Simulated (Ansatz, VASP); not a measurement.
# CsCl in VASP and in Ansatz

```
Cs Cl
1.0
     4.09533    0.00000    0.00000
     0.00000    4.09533    0.00000
     0.00000    0.00000    4.09533
Cs Cl
1 1
Direct
  0.00000 0.00000 0.00000
  0.50000 0.50000 0.50000
```

Change from the starting cell: volume scaled by 0.98, PAW files.

Alike in both runs: task electric field gradients; functional PBEsol; k mesh 6 × 6 × 6; occupations fermi-dirac, width 0.03 eV; no spin polarisation.

|  | VASP | Ansatz |
| --- | --- | --- |
| version | VASP 6.6.1 | Ansatz 0.2.0 |
| potentials or method | VASP PAW PBE potentials, release 64 (Cs_sv, Cl) | PAW with Ansatz's default frozen-core files, scalar-relativistic |
| plane-wave cutoff (eV) | 400 | 420 |
| valence electrons in the cell | 16 | 16 |

Ansatz gave:

| Property | Result |
| --- | --- |
| gap on the k mesh at the Fermi level (eV) | 5.15 |
| pressure (GPa) | -0.3 |

Q: Estimate VASP's values.

A: gap on the k mesh at the Fermi level (eV): 5.14; pressure (GPa): -0.3.

VASP's potentials were made for PBE, not for PBEsol.

Neither program's run includes spin-orbit coupling.
